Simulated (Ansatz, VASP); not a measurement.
One calculation of Ti, two programs

```
CELL_PARAMETERS angstrom
-1.64100 1.64100 1.64100
1.64100 -1.64100 1.64100
1.64100 1.64100 -1.64100
ATOMIC_POSITIONS crystal
Ti 0.00000 0.00000 0.00000
```

Alike in both runs: task single point; functional LDA; k mesh 12 × 12 × 12; no spin polarisation.

|  | VASP | Ansatz |
| --- | --- | --- |
| version | VASP 6.6.1 | Ansatz 0.2.0 |
| potentials or method | VASP PAW LDA potentials, release 64 (Ti_sv), cutoff 520 eV | plane waves, PAW |
| occupations | methfessel-paxton of order 1, width 0.1 eV | cold, width 0.1 eV |
| valence electrons in the cell | 12 | 12 |

Ansatz gave:

* pressure (GPa): -11.1

Question: Estimate VASP's values.

Answer: Pressure (GPa): -11.2.

LDA's correlation is that of Perdew and Zunger in VASP and of Perdew and Wang (1992) in Ansatz.
